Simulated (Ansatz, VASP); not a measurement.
Y: VASP beside Ansatz

File INCAR:

```
  ALGO = Normal
  EDIFF = 1E-8
  ENCUT = 520
  GGA = PE
  ISIF = 2
  ISMEAR = -1
  LASPH = T
  LCHARG = F
  LEFG = T
  LREAL = F
  LWAVE = F
  NBANDS = 18
  NELM = 80
  PREC = Accurate
  SIGMA = 0.08
```

Contents of KPOINTS:

```
k-points
0
Gamma
  12 12 7
```

Contents of POSCAR:

```
Y
1.0
    3.6021486032      0.0000000000      0.0000000000
   -1.8010743015      3.1195521985      0.0000000000
    0.0000000000      0.0000000000      5.6697229104
Y
2
Direct
    0.3333333333      0.6666666667      0.2500000000
    0.6666666667      0.3333333333      0.7500000000
```

Input for Ansatz:

```yaml
crystal:
  lattice:
    - [3.6021486032, 0.0, 0.0]
    - [-1.8010743015, 3.1195521985, 0.0]
    - [0.0, 0.0, 5.6697229104]
  atoms:
    - { symbol: "Y", position: [0.3333333333, 0.6666666667, 0.25] }
    - { symbol: "Y", position: [0.6666666667, 0.3333333333, 0.75] }
kpoints:
  mp_grid: { grid: [12, 12, 7] }
scf:
  occupations: { method: fermi_dirac, width: 0.08 }
hamiltonian:
  xc: pbe
  pseudopotentials: { kind: all_electron, datasets: crystal }
output:
  forces: true
  stress: true
  eigenvalues: true
  efg: { contact_densities: true }
```

Change from the starting cell: volume scaled by 0.96, crystal datasets.

Alike in both runs: task electric field gradients; functional PBE; k mesh 12 × 12 × 7; occupations fermi-dirac, width 0.08 eV; no spin polarisation.

```csv
,VASP,Ansatz
version,VASP 6.6.1,Ansatz 0.2.0
potentials or method,"VASP PAW PBE potentials, release 64 (Y_sv), cutoff 520 eV","all-electron PAW with datasets made for the crystal, scalar-relativistic"
```

|  | VASP | Ansatz | Ansatz less VASP |
| --- | --- | --- | --- |
| pressure (GPa) | 1.3 | 1.4 | +0.12 |
| traceless stress, the component that is largest in VASP (GPa) | -0.35 | -0.35 | -0.005 |
| size of Vzz on the site where it differs most (V/Å²) | 27.6 | 28.6 | +1.02 |

Ansatz ran all-electron here, and VASP with PAW potentials.
